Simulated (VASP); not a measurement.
# Ga2O3 (C2/c) in VASP: single point with PBE

Aim: the single point of Ga2O3 with PBE.

All numbers are computed with VASP 6.6.1; they aren't measurements. Logs are shortened: lines on timing, memory, paths and dates and some standing lists are left out, and cuts for length are marked.

## 1. The cell of the first run

The structure is monoclinic, space group C2/c (No. 15). Conventional cell: a = 8.760 Å, b = 5.057 Å, c = 5.362 Å, α = 90.00°, β = 122.13°, γ = 90.00°. Ga (site symmetry 1) has 6 O at 1.94 to 2.12 Å within 2.6 Å. Within 2.9 Å of O (site symmetry 2) lie 4 Ga at 1.94 to 2.11 Å and 8 O at 2.66 to 2.90 Å. O (site symmetry 1) has 4 Ga at 1.95 to 2.12 Å and 8 O at 2.66 to 2.90 Å within 2.9 Å.

## 2. Single point, PBE (strain +0.0150 x Voigt [0, 0, 0, 1, 0, 0])

File INCAR:

```
PREC     = Accurate       # precision mode
ENCUT    = 910            # plane-wave cutoff, eV
EDIFF    = 1E-6           # SCF threshold, eV
ISMEAR   = 0              # smearing method
SIGMA    = 0.05           # smearing width, eV
LREAL    = False          # projectors in reciprocal space
LASPH    = True           # aspherical terms in the spheres
NELM     = 120            # most SCF steps
ALGO     = Normal         # electronic algorithm
ISIF     = 2              # what is computed and relaxed
LWAVE    = False          # write WAVECAR
LCHARG   = False          # write CHGCAR
GGA      = PE             # functional
NBANDS   = 55             # bands
GGA_COMPAT= False
```

File KPOINTS:

```
regular mesh
0
Gamma
  6 6 6
```

File POSCAR:

```
Ga2O3
1.0
    2.5287245564      1.4940175674      4.5519849112
   -2.5287245564      1.4940175674      4.5519849112
    0.0000000000     -2.8858618425      4.5191358157
Ga O
4 6
Direct
    0.3558687539      0.3558687539      0.3558687539
    0.1441312461      0.1441312461      0.1441312461
    0.6441312461      0.6441312461      0.6441312461
    0.8558687539      0.8558687539      0.8558687539
    0.5531733332      0.9468266668      0.2500000000
    0.2500000000      0.5531733332      0.9468266668
    0.9468266668      0.2500000000      0.5531733332
    0.4468266668      0.0531733332      0.7500000000
    0.7500000000      0.4468266668      0.0531733332
    0.0531733332      0.7500000000      0.4468266668
```

Potentials or basis: VASP PAW PBE potentials, release 64 (Ga_d, O_h).

Started as:

```bash
cat potpaw_PBE.64/Ga_d/POTCAR potpaw_PBE.64/O_h/POTCAR > POTCAR
mpirun -np 1 vasp_std > vasp.out
```

OUTCAR:

```text
PREC = Accurate
   ENCUT = 910
   EDIFF = 1E-6
   ISMEAR = 0
   LREAL = False
   LASPH = True
   NELM = 120
   ISIF = 2
   GGA = PE

 ion  position               nearest neighbor table
   1  0.356  0.356  0.356-   8 1.94  10 1.95   9 1.96   6 2.09   5 2.11   7 2.12   2 2.88
   2  0.144  0.144  0.144-   8 1.94   9 1.95  10 1.96   7 2.09   5 2.11   6 2.12   1 2.88
   3  0.644  0.644  0.644-   5 1.94   7 1.95   6 1.96   9 2.09   8 2.11  10 2.12   4 2.88
   4  0.856  0.856  0.856-   5 1.94   6 1.95   7 1.96  10 2.09   8 2.11   9 2.12   3 2.88
   5  0.553  0.947  0.250-   3 1.94   4 1.94   1 2.11   2 2.11
   6  0.250  0.553  0.947-   4 1.95   3 1.96   1 2.09   2 2.12
   7  0.947  0.250  0.553-   3 1.95   4 1.96   2 2.09   1 2.12
   8  0.447  0.053  0.750-   1 1.94   2 1.94   3 2.11   4 2.11
   9  0.750  0.447  0.053-   2 1.95   1 1.96   3 2.09   4 2.12
  10  0.053  0.750  0.447-   1 1.95   2 1.96   4 2.09   3 2.12

  LATTYP: Found a base centered monoclinic cell.
 ALAT       =     8.7600051846
 B/A-ratio  =     0.5773340319
 C/A-ratio  =     0.6120973596
 COS(beta)  =    -0.5318725956

  Lattice vectors:

 A1 = (   2.5287245564,   4.3798794099,   0.0328490955)
 A2 = (  -2.5287245564,   4.3798794099,   0.0328490955)
 A3 = (   0.0000000000,  -2.8858618425,   4.5191358157)

Analysis of symmetry for initial positions (statically):
=====================================================================
 Subroutine PRICEL returns:
 Original cell was already a primitive cell.

 Routine SETGRP: Setting up the symmetry group for a
 base centered monoclinic supercell.

 Subroutine GETGRP returns: Found  4 space group operations
 (whereof  2 operations were pure point group operations)
 out of a pool of  4 trial point group operations.

The static configuration has the point symmetry S_2 .
 The point group associated with its full space group is C_2h.

Analysis of symmetry for dynamics (positions and initial velocities):
=====================================================================
 Subroutine PRICEL returns:
 Original cell was already a primitive cell.

 Routine SETGRP: Setting up the symmetry group for a
 base centered monoclinic supercell.

 Subroutine GETGRP returns: Found  4 space group operations
 (whereof  2 operations were pure point group operations)
 out of a pool of  4 trial point group operations.

The dynamic configuration has the point symmetry S_2 .
 The point group associated with its full space group is C_2h.

 Subroutine INISYM returns: Found  4 space group operations
 (whereof  2 operations are pure point group operations),
 and found     1 'primitive' translations

----------------------------------------------------------------------------------------

                                     Primitive cell

  volume of cell :     100.5829

  direct lattice vectors                    reciprocal lattice vectors
     2.528724556  1.494017567  4.551984911     0.197728139  0.113614250  0.072552594
    -2.528724556  1.494017567  4.551984911    -0.197728139  0.113614250  0.072552594
     0.000000000 -2.885861843  4.519135816     0.000000000 -0.228880198  0.075121303

  length of vectors
     5.417296651  5.417296651  5.361976044     0.239308365  0.239308365  0.240892829

  position of ions in fractional coordinates (direct lattice)
     0.355868754  0.355868754  0.355868754
     0.144131246  0.144131246  0.144131246
     0.644131246  0.644131246  0.644131246
     0.855868754  0.855868754  0.855868754
     0.553173333  0.946826667  0.250000000
     0.250000000  0.553173333  0.946826667
     0.946826667  0.250000000  0.553173333
     0.446826667  0.053173333  0.750000000
     0.750000000  0.446826667  0.053173333
     0.053173333  0.750000000  0.446826667

  ion indices of the primitive-cell ions
   primitive index   ion index
                 1           1
                 2           2
                 3           3
                 4           4
                 5           5
                 6           6
                 7           7
                 8           8
                 9           9
                10          10

----------------------------------------------------------------------------------------

 KPOINTS: regular mesh

Automatic generation of k-mesh.
 Grid dimensions read from file:
 generate k-points for:    6    6    6

 Generating k-lattice:

  Cartesian coordinates                     Fractional coordinates (reciprocal lattice)
     0.032954690  0.018935708  0.012092099     0.166666667  0.000000000 -0.000000000
    -0.032954690  0.018935708  0.012092099     0.000000000  0.166666667 -0.000000000
     0.000000000 -0.038146700  0.012520217     0.000000000  0.000000000  0.166666667

  Length of vectors
     0.039884727  0.039884727  0.040148805

  Shift w.r.t. Gamma in fractional coordinates (k-lattice)
     0.000000000  0.000000000  0.000000000

 Subroutine IBZKPT returns following result:
 ===========================================

 Found     68 irreducible k-points:

 Following reciprocal coordinates:
            Coordinates               Weight
  0.000000  0.000000  0.000000      1.000000
  0.166667 -0.000000  0.000000      4.000000
  0.333333  0.000000 -0.000000      4.000000
  0.500000 -0.000000 -0.000000      2.000000
  0.166667  0.166667  0.000000      2.000000
  0.333333  0.166667 -0.000000      4.000000
[... 16 lines left out ...]
 -0.333333  0.166667  0.166667      4.000000
 -0.166667  0.166667  0.166667      4.000000
 [... further k-points ...]
   k-points           NKPTS =     68   k-points in BZ     NKDIM =     68   number of bands    NBANDS=     55
   number of dos      NEDOS =    301   number of ions     NIONS =     10
   total plane-waves  NPLWV = 157464
   dimension x,y,z NGX =    54 NGY =   54 NGZ =   54
   dimension x,y,z NGXF=   108 NGYF=  108 NGZF=  108
   ions per type =               4   6
   NGX,Y,Z   is equivalent  to a cutoff of  16.57, 16.57, 16.74 a.u.
   NGXF,Y,Z  is equivalent  to a cutoff of  33.14, 33.14, 33.48 a.u.
 SYSTEM =  unknown system
   PREC   = accura    normal or accurate (medium, high low for compatibility)
   ISTART =      0    job   : 0-new  1-cont  2-samecut
   ICHARG =      2    charge: 1-file 2-atom 10-const
   ISPIN  =      1    spin polarized calculation?
   LNONCOLLINEAR =      F non collinear calculations
   LSORBIT =      F    spin-orbit coupling
   LASPH  =      T    aspherical Exc in radial PAW
   ENCUT  =  910.0 eV  66.88 Ry    8.18 a.u.  13.32 13.32 13.19*2*pi/ulx,y,z
   NELM   =    120;   NELMIN=  2; NELMDL= -5     # of ELM steps
   EDIFF  = 0.1E-05   stopping-criterion for ELM
   LREAL  =      F    real-space projection
   EDIFFG = 0.1E-04   stopping-criterion for IOM
   NSW    =      0    number of steps for IOM
   IBRION =     -1    ionic relax: 0-MD 1-quasi-New 2-CG
   NFREE  =      0    steps in history (QN), initial steepest desc. (CG)
   ISIF   =      2    stress and relaxation
   ISYM   =      2    0-nonsym 1-usesym 2-fastsym
   POTIM  = 0.5000    time-step for ionic-motion
   TEBEG  =    0.0;   TEEND  =   0.0 temperature during run
   PSTRESS=    0.0 pullay stress
   NELECT =      88.0000    total number of electrons
   NUPDOWN=      -1.0000    fix difference up-down
   EMIN   =  10.00;   EMAX   =-10.00  energy-range for DOS
   EFERMI =   0.00;   METHOD = LEGACY
   ISMEAR =     0;   SIGMA  =   0.05  broadening in eV -4-tet -1-fermi 0-gaus
   EFERMI_NEDOS =   21; number of points for ismear=-14 and -15
   IALGO  =     38    algorithm
   IMIX   =      4    mixing-type and parameters
     AMIX     =   0.40;   BMIX     =  1.00
     AMIX_MAG =   1.60;   BMIX_MAG =  1.00
  volume/ion in A,a.u.               =      10.06        67.88
  Fermi-wavevector in a.u.,A,eV,Ry     =   1.565769  2.958874 33.356485  2.451632
  Thomas-Fermi vector in A             =   2.668196
   LORBIT       =      0    0 simple, 1 ext, 2 COOP (PROOUT), +10 PAW based schemes
   GGA     = PE    functional components
   LHFCALC =     F    Hartree Fock is set to
   AEXX    =    0.0000 exact exchange contribution
   IVDW    =     0    specifies the selected vdW correction
   LEPSILON=     F    determine dielectric tensor
   LRPA    =     F    only Hartree local field effects (RPA)
 non-spin polarized calculation
 Gauss-broadening in eV      SIGMA  =   0.05
  energy-cutoff  :      910.00
  volume of cell :      100.58
 maximum number of plane-waves:      6304
 NGX is ok and might be reduce to    54
   NGX = 27   NGY = 27   NGZ = 27

 number of electron      88.0000007 magnetization

 Free energy of the ion-electron system (eV)
  ---------------------------------------------------
  ext. energy  EPLUGINS =         0.00000000
  ---------------------------------------------------
  free energy    TOTEN  =       -59.43766032 eV

  energy without entropy =      -59.43766032  energy(sigma->0) =      -59.43766032

 E-fermi :   4.7817     XC(G=0): -11.9680

 val. band max:        4.5737376402   @ k =  -0.1667   0.1667   0.0000
 cond. band min:       6.9591196935   @ k =   0.0000   0.0000   0.0000
 fundamental gap:      2.3853820534
 Fermi energy:         4.7816786806

 k-point     1 :       0.0000    0.0000    0.0000
  band No.  band energies     occupation
      1     -14.1208      2.00000
      2     -12.3038      2.00000
      3     -12.2564      2.00000
      4     -12.2368      2.00000
      5     -12.2181      2.00000
      6     -12.1795      2.00000
[... 47 lines left out ...]
     54      15.5453      0.00000
     55      16.5479      0.00000

 k-point     2 :       0.1667   -0.0000    0.0000
  band No.  band energies     occupation
      1     -14.0038      2.00000
      2     -12.3941      2.00000
      3     -12.3051      2.00000
      4     -12.2601      2.00000
      5     -12.2069      2.00000
      6     -12.1905      2.00000
[... 47 lines left out ...]
     54      16.0607      0.00000
     55      16.3516      0.00000

 k-point     3 :       0.3333    0.0000   -0.0000
  band No.  band energies     occupation
      1     -13.6770      2.00000
      2     -12.7393      2.00000
      3     -12.3129      2.00000
      4     -12.3012      2.00000
      5     -12.2202      2.00000
      6     -12.2034      2.00000
[... 1152 lines left out ...]
 k-point    23 :      -0.3333    0.1667    0.1667
  band No.  band energies     occupation
      1     -13.2966      2.00000
      2     -13.0343      2.00000
      3     -12.3943      2.00000
      4     -12.3153      2.00000
      5     -12.3005      2.00000
      6     -12.1675      2.00000
[... 47 lines left out ...]
     54      15.8602      0.00000
     55      16.6630      0.00000

 k-point    24 :      -0.1667    0.1667    0.1667
  band No.  band energies     occupation
      1     -13.7060      2.00000
      2     -12.6251      2.00000
      3     -12.3613      2.00000
      4     -12.2892      2.00000
      5     -12.2872      2.00000
      6     -12.1741      2.00000
[... 47 lines left out ...]
     54      15.7798      0.00000
     55      16.6975      0.00000

 [... further k-points ...]

------------------------ aborting loop because EDIFF is reached ----------------------------------------

  FORCE on cell =-STRESS in cart. coord.  units (eV):
  Direction    XX          YY          ZZ          XY          YZ          ZX
  --------------------------------------------------------------------------------------
  -------------------------------------------------------------------------------------
  Total        0.3612807      0.4549972      0.3346233      0.0000000     -0.8334013      0.0000000
  in kB        5.7548127      7.2476156      5.3301900      0.0000000    -13.2751862      0.0000000
  external PRESSURE =       6.1108728 kB  Pullay stress =       0.0000000 kB

 VOLUME and BASIS-vectors are now :
 -----------------------------------------------------------------------------
  energy-cutoff  :      910.00
  volume of cell :      100.58
      direct lattice vectors                 reciprocal lattice vectors
     2.528724556  1.494017567  4.551984911     0.197728139  0.113614250  0.072552594
    -2.528724556  1.494017567  4.551984911    -0.197728139  0.113614250  0.072552594
     0.000000000 -2.885861843  4.519135816     0.000000000 -0.228880198  0.075121303

 POSITION                                       TOTAL-FORCE (eV/Angst)
 -----------------------------------------------------------------------------------
      0.00000      0.03636      4.84804        -0.030364      0.090922      0.012730
      0.00000      0.01473      1.96352        -0.030364     -0.090922     -0.012730
      0.00000      0.06581      8.77507         0.030364     -0.090922     -0.012730
      0.00000      0.08745     11.65959         0.030364      0.090922      0.012730
     -0.99544      1.51956      7.95776        -0.031741     -0.000000     -0.000000
     -0.76664     -1.53246      7.93487         0.036423      0.036344      0.035256
      1.76208      0.19170      7.94780         0.036423     -0.036344     -0.035256
      0.99544     -1.41739      5.66534         0.031741     -0.000000     -0.000000
      0.76664      1.63463      5.68823        -0.036423     -0.036344     -0.035256
     -1.76208     -0.08952      5.67530        -0.036423      0.036344      0.035256
 -----------------------------------------------------------------------------------
    total drift:                               -0.000000      0.000000     -0.000000

  FREE ENERGIE OF THE ION-ELECTRON SYSTEM (eV)
  ---------------------------------------------------
  free  energy   TOTEN  =       -59.4376603193 eV

  energy  without entropy=      -59.4376603193  energy(sigma->0) =      -59.43766032
```

It took 19 min on 1 thread of AMD EPYC 7R43 (Zen 3), shared host; peak memory 0.77 GiB.

Results:

```yaml
Free_energy: -59.4377 eV
Pressure: 0.6 GPa
Largest_force: 0.097 eV/Å
Band_gap_on_the_k_mesh: 2.39 eV (least direct gap 2.62 eV)
```

Forces in eV/Å, atoms in the order of the input:
```
Ga  -0.030  0.091  0.013
Ga  -0.030 -0.091 -0.013
Ga   0.030 -0.091 -0.013
Ga   0.030  0.091  0.013
O   -0.032  0.000  0.000
O    0.036  0.036  0.035
O    0.036 -0.036 -0.035
O    0.032  0.000  0.000
O   -0.036 -0.036 -0.035
O   -0.036  0.036  0.035
```

Levels at points of the mesh, in eV from the valence-band top:
```tsv
k point	band 41	band 42	band 43	band 44	band 45	band 46	band 47	band 48
(0.00, 0.00, 0.00)	-0.33	-0.32	-0.25	-0.24	2.39	6.30	6.55	8.50
(0.50, 0.00, 0.00)	-0.97	-0.93	-0.15	-0.15	5.98	6.02	6.35	6.38
(0.50, 0.50, 0.00)	-0.84	-0.68	-0.23	-0.16	6.11	6.32	7.22	7.27
(0.00, 0.00, 0.50)	-0.92	-0.92	-0.18	-0.18	5.99	5.99	6.37	6.37
(0.50, 0.00, 0.50)	-0.83	-0.71	-0.28	-0.16	6.11	6.34	7.23	7.25
(0.50, 0.50, 0.50)	-0.32	-0.32	-0.28	-0.28	5.47	5.47	7.47	7.47
```

Caveat: the cell differs from its parent crystal (strain +0.0150 x Voigt [0, 0, 0, 1, 0, 0]).
